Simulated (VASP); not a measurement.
Write the native input for VASP 6.6.1 that does the following.

- Task: single point
- Functional: r2SCAN
- Potentials or basis: VASP PAW PBE potentials, release 64 (Ag, Br)
- Cutoff: 550 eV
- k mesh: 6 × 6 × 6
- Occupations: fermi-dirac, width 0.02 eV
- Spin: no spin polarisation
- Dipole correction: no
- Further INCAR settings: ALGO = Normal; EDIFF = 1e-06; NBANDS = 16

Crystal: AgBr.

```xyz
2
Lattice="0.0000 2.9356 2.9356 2.9356 0.0000 2.9356 2.9356 2.9356 0.0000" Properties=species:S:1:pos:R:3 pbc="T T T"
Ag    0.0000    0.0000    0.0000
Br    2.9356    2.9356    2.9356
```

One way to write it, as run:

POSCAR

```
AgBr
1.0
    0.0000000000      2.9356156008      2.9356156008
    2.9356156008      0.0000000000      2.9356156008
    2.9356156008      2.9356156008      0.0000000000
Ag Br
1 1
Direct
    0.0000000000      0.0000000000      0.0000000000
    0.5000000000      0.5000000000      0.5000000000
```

INCAR.step1

```
SYSTEM = AgBr
PREC = Accurate
ENCUT = 550
ISMEAR = -1
SIGMA = 0.02
LREAL = .FALSE.
LASPH = .TRUE.
NELM = 120
NBANDS = 16
GGA = PE
ALGO = Normal
EDIFF = 1E-5
LWAVE = .TRUE.
LCHARG = .FALSE.
GGA_COMPAT = .FALSE.
```

INCAR.step2

```
SYSTEM = AgBr
PREC = Accurate
ENCUT = 550
EDIFF = 1E-6
ISMEAR = -1
SIGMA = 0.02
LREAL = .FALSE.
LASPH = .TRUE.
NELM = 120
ALGO = Normal
ISIF = 2
LWAVE = .FALSE.
LCHARG = .TRUE.
METAGGA = R2SCAN
LMIXTAU = .TRUE.
LELF = .TRUE.
LVHAR = .TRUE.
NBANDS = 16
ISTART = 1
GGA_COMPAT = .FALSE.
```

KPOINTS

```
Automatic mesh
0
G
  6 6 6
  0 0 0
```

Potentials or basis: VASP PAW PBE potentials, release 64 (Ag, Br).

Run with:

```sh
$ cat potpaw_PBE.64/Ag/POTCAR potpaw_PBE.64/Br/POTCAR > POTCAR
$ cp INCAR.step1 INCAR
$ mpirun -np 1 vasp_std > vasp.out
$ cp INCAR.step2 INCAR
$ mpirun -np 1 vasp_std > vasp.out
```

It gave:

```yaml
Pressure: -1.8 GPa
Band_gap_on_the_k_mesh: 1.25 eV, indirect (least direct gap 3.03 eV)
```

Caveat: the PAW data sets were made with another functional, which shifts forces and pressure a little.

Run time: 45 s on 1 thread of AMD EPYC 7R13 Processor (Zen 3), on a shared host, peak memory 0.16 GiB.
